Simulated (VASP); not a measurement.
# GaN in VASP: further runs

Runs on GaN. Level: PBE. Tasks: single point, relaxation of the atoms.

Program: VASP 6.6.1. These are calculated values, not measurements. Logs are shortened: lines on timing, memory, paths and dates and some standing lists are left out, and cuts for length are marked.

## Step 1: The cell of the first run

The structure is hexagonal, space group P6_3mc (No. 186). Conventional cell: a = 3.219 Å, b = 3.219 Å, c = 5.244 Å, α = 90.00°, β = 90.00°, γ = 120.00°. Within 2.6 Å of Ga (site symmetry 3m) lie 4 N at 1.97 to 1.98 Å. N (site symmetry 3m) has 4 Ga at 1.97 to 1.98 Å within 2.6 Å.

## Step 2: Single point, PBE

Contents of INCAR:

```
PREC = Accurate
ENCUT = 700
EDIFF = 1E-6
ISMEAR = -1
SIGMA = 0.01
LREAL = Auto
LASPH = True
NELM = 120
ALGO = Normal
ISIF = 2
LWAVE = False
LCHARG = True
GGA = PE
LELF = True
LVHAR = True
NBANDS = 166
GGA_COMPAT = False
ISYM = -1
```

Contents of KPOINTS:

```
explicit points
1
Reciprocal
  0.25000000   0.25000000   0.25000000 1
```

Contents of POSCAR:

```
GaN
1.0
    6.4372426918      0.0000000000      0.0000000000
   -3.2186213459      5.5748157015      0.0000000000
    0.0000000000      0.0000000000     10.4870679887
Ga N
16 16
Direct
    0.3333333334      0.1666666666      0.2495684330
    0.1666666666      0.3333333334      0.4995684330
    0.3333333334      0.1666666666      0.7495684330
    0.1666666666      0.3333333334      0.9995684330
    0.3333333334      0.6666666666      0.2495684330
    0.1666666666      0.8333333333      0.4995684330
    0.3333333334      0.6666666666      0.7495684330
    0.1666666666      0.8333333333      0.9995684330
    0.8333333333      0.1666666666      0.2495684330
    0.6666666666      0.3333333334      0.4995684330
    0.8333333333      0.1666666666      0.7495684330
    0.6666666666      0.3333333334      0.9995684330
    0.8333333333      0.6666666666      0.2495684330
    0.6666666666      0.8333333333      0.4995684330
    0.8333333333      0.6666666666      0.7495684330
    0.6666666666      0.8333333333      0.9995684330
    0.3333333334      0.1666666666      0.4379315670
    0.1666666666      0.3333333334      0.1879315670
    0.3333333334      0.1666666666      0.9379315670
    0.1666666666      0.3333333334      0.6879315670
    0.3333333334      0.6666666666      0.4379315670
    0.1666666666      0.8333333333      0.1879315670
    0.3333333334      0.6666666666      0.9379315670
    0.1666666666      0.8333333333      0.6879315670
    0.8333333333      0.1666666666      0.4379315670
    0.6666666666      0.3333333334      0.1879315670
    0.8333333333      0.1666666666      0.9379315670
    0.6666666666      0.3333333334      0.6879315670
    0.8333333333      0.6666666666      0.4379315670
    0.6666666666      0.8333333333      0.1879315670
    0.8333333333      0.6666666666      0.9379315670
    0.6666666666      0.8333333333      0.6879315670
```

Potentials or basis: VASP PAW PBE potentials, release 64 (Ga_d, N).

The run is started by

```sh
$ cat potpaw_PBE.64/Ga_d/POTCAR potpaw_PBE.64/N/POTCAR > POTCAR
$ mpirun -np 1 vasp_std > vasp.out
```

OUTCAR:

```text
PREC = Accurate
   ENCUT = 700
   EDIFF = 1E-6
   ISMEAR = -1
   LREAL = Auto
   LASPH = True
   NELM = 120
   ISIF = 2
   GGA = PE
   ISYM = -1

 ion  position               nearest neighbor table
   1  0.333  0.167  0.250-  26 1.97  22 1.97  18 1.97  17 1.98
   2  0.167  0.333  0.500-  21 1.97  25 1.97  17 1.97  20 1.98
   3  0.333  0.167  0.750-  28 1.97  24 1.97  20 1.97  19 1.98
   4  0.167  0.333  1.000-  23 1.97  27 1.97  19 1.97  18 1.98
   5  0.333  0.667  0.250-  30 1.97  18 1.97  22 1.97  21 1.98
   6  0.167  0.833  0.500-  29 1.97  17 1.97  21 1.97  24 1.98
[... 24 lines left out ...]
  31  0.833  0.667  0.938-  12 1.97   8 1.97  16 1.97  15 1.98
  32  0.667  0.833  0.688-   7 1.97  11 1.97  15 1.97  14 1.98

IMPORTANT INFORMATION: All symmetrisations will be switched off!
NOSYMM: (Re-)initialisation of all symmetry stuff for point group C_1.

----------------------------------------------------------------------------------------

                                     Primitive cell

  volume of cell :     376.3436

  direct lattice vectors                    reciprocal lattice vectors
     6.437242692  0.000000000  0.000000000     0.155346015  0.089689064  0.000000000
    -3.218621346  5.574815702  0.000000000     0.000000000  0.179378127  0.000000000
     0.000000000  0.000000000 10.487067989     0.000000000  0.000000000  0.095355537

  length of vectors
     6.437242692  6.437242692 10.487067989     0.179378127  0.179378127  0.095355537

  position of ions in fractional coordinates (direct lattice)
     0.333333333  0.166666667  0.249568433
     0.166666667  0.333333333  0.499568433
     0.333333333  0.166666667  0.749568433
     0.166666667  0.333333333  0.999568433
     0.333333333  0.666666667  0.249568433
     0.166666667  0.833333333  0.499568433
[... 24 lines left out ...]
     0.833333333  0.666666667  0.937931567
     0.666666667  0.833333333  0.687931567

  ion indices of the primitive-cell ions
   primitive index   ion index
                 1           1
                 2           2
                 3           3
                 4           4
                 5           5
                 6           6
[... 24 lines left out ...]
                31          31
                32          32

----------------------------------------------------------------------------------------

 KPOINTS: explicit points

Read explicit list of k-points.

 Found      1 k-points:

 Following reciprocal coordinates:
            Coordinates               Weight
  0.250000  0.250000  0.250000      1.000000
   k-points           NKPTS =      1   k-points in BZ     NKDIM =      1   number of bands    NBANDS=    166
   number of dos      NEDOS =    301   number of ions     NIONS =     32
   total plane-waves  NPLWV = 282240
   dimension x,y,z NGX =    56 NGY =   56 NGZ =   90
   dimension x,y,z NGXF=   112 NGYF=  112 NGZF=  180
   ions per type =              16  16
   NGX,Y,Z   is equivalent  to a cutoff of  14.46, 14.46, 14.27 a.u.
   NGXF,Y,Z  is equivalent  to a cutoff of  28.92, 28.92, 28.53 a.u.
 SYSTEM =  unknown system
   PREC   = accura    normal or accurate (medium, high low for compatibility)
   ISTART =      0    job   : 0-new  1-cont  2-samecut
   ICHARG =      2    charge: 1-file 2-atom 10-const
   ISPIN  =      1    spin polarized calculation?
   LNONCOLLINEAR =      F non collinear calculations
   LSORBIT =      F    spin-orbit coupling
   LASPH  =      T    aspherical Exc in radial PAW
   ENCUT  =  700.0 eV  51.45 Ry    7.17 a.u.  13.89 13.89 22.62*2*pi/ulx,y,z
   NELM   =    120;   NELMIN=  2; NELMDL= -5     # of ELM steps
   EDIFF  = 0.1E-05   stopping-criterion for ELM
   LREAL  =      T    real-space projection
   EDIFFG = 0.1E-04   stopping-criterion for IOM
   NSW    =      0    number of steps for IOM
   IBRION =     -1    ionic relax: 0-MD 1-quasi-New 2-CG
   NFREE  =      0    steps in history (QN), initial steepest desc. (CG)
   ISIF   =      2    stress and relaxation
   ISYM   =     -1    0-nonsym 1-usesym 2-fastsym
   POTIM  = 0.5000    time-step for ionic-motion
   TEBEG  =    0.0;   TEEND  =   0.0 temperature during run
   PSTRESS=    0.0 pullay stress
   NELECT =     288.0000    total number of electrons
   NUPDOWN=      -1.0000    fix difference up-down
   EMIN   =  10.00;   EMAX   =-10.00  energy-range for DOS
   EFERMI =   0.00;   METHOD = LEGACY
   ISMEAR =    -1;   SIGMA  =   0.01  broadening in eV -4-tet -1-fermi 0-gaus
   EFERMI_NEDOS =   21; number of points for ismear=-14 and -15
   IALGO  =     38    algorithm
   IMIX   =      4    mixing-type and parameters
     AMIX     =   0.40;   BMIX     =  1.00
     AMIX_MAG =   1.60;   BMIX_MAG =  1.00
  volume/ion in A,a.u.               =      11.76        79.37
  Fermi-wavevector in a.u.,A,eV,Ry     =   1.497422  2.829717 30.507965  2.242272
  Thomas-Fermi vector in A             =   2.609312
   LORBIT       =      0    0 simple, 1 ext, 2 COOP (PROOUT), +10 PAW based schemes
   GGA     = PE    functional components
   LHFCALC =     F    Hartree Fock is set to
   AEXX    =    0.0000 exact exchange contribution
   IVDW    =     0    specifies the selected vdW correction
   LEPSILON=     F    determine dielectric tensor
   LRPA    =     F    only Hartree local field effects (RPA)
 non-spin polarized calculation
  energy-cutoff  :      700.00
  volume of cell :      376.34
 maximum number of plane-waves:     15843
 NGX is ok and might be reduce to    56
   NGX = 27   NGY = 27   NGZ = 45

 number of electron     287.9999974 magnetization

 Free energy of the ion-electron system (eV)
  ---------------------------------------------------
  ext. energy  EPLUGINS =         0.00000000
  ---------------------------------------------------
  free energy    TOTEN  =      -198.57709502 eV

  energy without entropy =     -198.57709502  energy(sigma->0) =     -198.57709502

 E-fermi :   4.6720     XC(G=0): -11.5303

 val. band max:        4.4047313288   @ k =   0.2500   0.2500   0.2500
 cond. band min:       8.9087663543   @ k =   0.2500   0.2500   0.2500
 fundamental gap:      4.5040350255
 Fermi energy:         4.6720311068

 k-point     1 :       0.2500    0.2500    0.2500
  band No.  band energies     occupation
      1     -10.3798      2.00000
      2     -10.1661      2.00000
      3     -10.0954      2.00000
      4     -10.0954      2.00000
      5      -9.9655      2.00000
      6      -9.9655      2.00000
[... 148 lines left out ...]
    155      10.8210      0.00000
    156      10.9628      0.00000
 [bands above 156 left out]

------------------------ aborting loop because EDIFF is reached ----------------------------------------

  FORCE on cell =-STRESS in cart. coord.  units (eV):
  Direction    XX          YY          ZZ          XY          YZ          ZX
  --------------------------------------------------------------------------------------
  -------------------------------------------------------------------------------------
  Total       -1.3930884     -7.5820750      2.8112685     -5.3598348      0.0523146      0.0297377
  in kB       -5.9306838    -32.2785619     11.9681886    -22.8179962      0.2227148      0.1266000
  external PRESSURE =      -8.7470190 kB  Pullay stress =       0.0000000 kB

 VOLUME and BASIS-vectors are now :
 -----------------------------------------------------------------------------
  energy-cutoff  :      700.00
  volume of cell :      376.34
      direct lattice vectors                 reciprocal lattice vectors
     6.437242692  0.000000000  0.000000000     0.155346015  0.089689064  0.000000000
    -3.218621346  5.574815702  0.000000000     0.000000000  0.179378127  0.000000000
     0.000000000  0.000000000 10.487067989     0.000000000  0.000000000  0.095355537

 POSITION                                       TOTAL-FORCE (eV/Angst)
 -----------------------------------------------------------------------------------
      1.60931      0.92914      2.61724         0.050986     -0.035243     -0.055590
     -0.00000      1.85827      5.23901        -0.055928      0.026519     -0.060231
      1.60931      0.92914      7.86078         0.051005     -0.035264     -0.055604
     -0.00000      1.85827     10.48254        -0.055946      0.026513     -0.060243
      0.00000      3.71654      2.61724         0.051000     -0.035167     -0.055593
     -1.60931      4.64568      5.23901        -0.055913      0.026561     -0.060225
[... 24 lines left out ...]
      3.21862      3.71654      9.83615         0.005170      0.002834      0.058775
      1.60931      4.64568      7.21439        -0.000218      0.006001      0.057075
 -----------------------------------------------------------------------------------
    total drift:                                0.000267     -0.000254      0.072459

  FREE ENERGIE OF THE ION-ELECTRON SYSTEM (eV)
  ---------------------------------------------------
  free  energy   TOTEN  =      -198.5770950195 eV

  energy  without entropy=     -198.5770950195  energy(sigma->0) =     -198.57709502
```

Wall time 8.6 min (1 thread of Intel Xeon Platinum 8375C at 2.90GHz (Ice Lake), shared host); peak memory 0.59 GiB.

Results:

| Quantity | Value |
| --- | --- |
| Free energy | -198.5771 eV |
| Pressure | -0.9 GPa |
| Largest force | 0.086 eV/Å |
| Band gap on the k mesh | 4.50 eV |

Forces in eV/Å, atoms in the order of the input:
```
Ga   0.051 -0.035 -0.056
Ga  -0.056  0.027 -0.060
Ga   0.051 -0.035 -0.056
Ga  -0.056  0.027 -0.060
Ga   0.051 -0.035 -0.056
Ga  -0.056  0.027 -0.060
Ga   0.051 -0.035 -0.056
Ga  -0.056  0.027 -0.060
Ga   0.051 -0.035 -0.056
Ga  -0.056  0.026 -0.060
Ga   0.051 -0.035 -0.056
Ga  -0.056  0.027 -0.060
Ga   0.051 -0.035 -0.056
Ga  -0.056  0.027 -0.060
Ga   0.051 -0.035 -0.056
Ga  -0.056  0.027 -0.060
N    0.005  0.003  0.059
N    0.000  0.006  0.057
N    0.005  0.003  0.059
N    0.000  0.006  0.057
N    0.005  0.003  0.059
N    0.000  0.006  0.057
N    0.005  0.003  0.059
N    0.000  0.006  0.057
N    0.005  0.003  0.059
N    0.000  0.006  0.057
N    0.005  0.003  0.059
N    0.000  0.006  0.057
N    0.005  0.003  0.059
N    0.000  0.006  0.057
N    0.005  0.003  0.059
N    0.000  0.006  0.057
```

Levels at points of the mesh, in eV from the valence-band top:
| k point | band 140 | band 141 | band 142 | band 143 | band 144 | band 145 | band 146 | band 147 | band 148 | band 149 |
| --- | --- | --- | --- | --- | --- | --- | --- | --- | --- | --- |
| (0.25, 0.25, 0.25) | -0.52 | -0.52 | -0.49 | -0.08 | 0.00 | 4.50 | 5.29 | 5.48 | 5.48 | 5.52 |

Caveat: a shifted mesh leaves out Γ, where band edges can lie. A k mesh can miss the band edges.

## Step 3: Single point, PBE

Contents of INCAR:

```
SYSTEM = GaN
PREC = Accurate ; ENCUT = 700
EDIFF = 1E-6 ; ISMEAR = -1
SIGMA = 0.01 ; LREAL = Auto
LASPH = .True. ; NELM = 120
ALGO = Normal ; ISIF = 2
LWAVE = .False. ; LCHARG = .False.
GGA = PE ; NBANDS = 166
GGA_COMPAT = .False. ; ISYM = -1
```

KPOINTS is that of step 2.

Contents of POSCAR:

```
GaN
1.0
    6.4372426918      0.0000000000      0.0000000000
   -3.2186213459      5.5748157015      0.0000000000
    0.0000000000      0.0000000000     10.4870679887
Ga N
16 16
Direct
    0.3356473993      0.1662984317      0.2503486354
    0.1669441046      0.3349332536      0.5003825391
    0.3356669258      0.1663829407      0.7503808907
    0.1669924434      0.3349775388      1.0003914535
    0.3355961752      0.6662678797      0.2503980410
    0.1669118728      0.8349356555      0.5003662765
    0.3356227548      0.6662996940      0.7504160309
    0.1669115504      0.8349979729      1.0003928617
    0.8356312258      0.1663151119      0.2503264440
    0.6669644958      0.3350289336      0.5003574321
    0.8356350080      0.1663577303      0.7503800346
    0.6670004456      0.3349650996      1.0003810525
    0.8356231010      0.6663101474      0.2503538298
    0.6669864142      0.8350417608      0.5004048946
    0.8356612159      0.6663370121      0.7504105615
    0.6669622208      0.8349829531      1.0003824789
    0.3339724743      0.1681169865      0.4392452212
    0.1687878646      0.3333562557      0.1892662785
    0.3339617308      0.1681086646      0.9392713588
    0.1687985596      0.3333587999      0.6892817351
    0.3339631001      0.6680997576      0.4393282640
    0.1687765588      0.8333479943      0.1893171213
    0.3339193971      0.6681002035      0.9393493449
    0.1688012230      0.8333529161      0.6893104518
    0.8339325708      0.1680888577      0.4392486498
    0.6687649949      0.3333355618      0.1892556220
    0.8339376912      0.1680737302      0.9392774409
    0.6687865651      0.3333314568      0.6892607477
    0.8339423958      0.6681032269      0.4392988634
    0.6687605591      0.8333195810      0.1893154037
    0.8339184837      0.6680744839      0.9393335447
    0.6687735364      0.8333271774      0.6893372817
```

Potentials or basis: VASP PAW PBE potentials, release 64 (Ga_d, N).

The run is started by

```sh
$ cat potpaw_PBE.64/Ga_d/POTCAR potpaw_PBE.64/N/POTCAR > POTCAR
$ mpirun -np 1 vasp_std > vasp.out
```

Run time: 8.7 min. Hardware: 1 thread of Intel Xeon Platinum 8375C at 2.90GHz (Ice Lake), shared host; peak memory 0.6 GiB.

Results (log left out):

```
Free energy            : -198.5860 eV
Pressure               : -0.9 GPa
Largest force          : 0.013 eV/Å
Band gap on the k mesh : 4.50 eV
```

Forces on the atoms (eV/Å):
```
Ga   0.002  0.003  0.009
Ga  -0.005  0.005 -0.008
Ga   0.006 -0.004  0.004
Ga  -0.006  0.004 -0.007
Ga   0.006  0.004  0.009
Ga  -0.001  0.007 -0.002
Ga   0.003  0.002  0.005
Ga   0.000  0.003 -0.005
Ga   0.006 -0.001  0.011
Ga  -0.003 -0.002 -0.005
Ga   0.008 -0.002  0.005
Ga  -0.007  0.001 -0.006
Ga   0.004  0.000  0.012
Ga  -0.005  0.000 -0.005
Ga   0.005 -0.001  0.003
Ga  -0.008  0.002 -0.003
N   -0.001 -0.004  0.004
N    0.000 -0.006  0.003
N    0.001 -0.001  0.003
N   -0.003 -0.004  0.002
N   -0.001 -0.003 -0.005
N    0.000 -0.005 -0.005
N    0.001 -0.001 -0.007
N   -0.002 -0.002 -0.002
N    0.001  0.002  0.003
N    0.001 -0.002  0.003
N    0.003  0.001  0.002
N   -0.002  0.002  0.004
N   -0.002  0.001 -0.005
N   -0.002 -0.002 -0.006
N    0.001  0.000 -0.006
N    0.000  0.000 -0.004
```

Stress tensor (GPa, compression positive):
```
-0.46 -2.21  0.01
-2.21 -3.02  0.03
 0.01  0.03  0.84
```

Levels at points of the mesh, in eV from the valence-band top:
| k point | band 142 | band 143 | band 144 | band 145 | band 146 | band 147 |
| --- | --- | --- | --- | --- | --- | --- |
| (0.25, 0.25, 0.25) | -0.51 | -0.10 | 0.00 | 4.50 | 5.29 | 5.48 |

Caveat: a shifted mesh leaves out Γ, where band edges can lie.

(Part 1 of 2 ends here.)
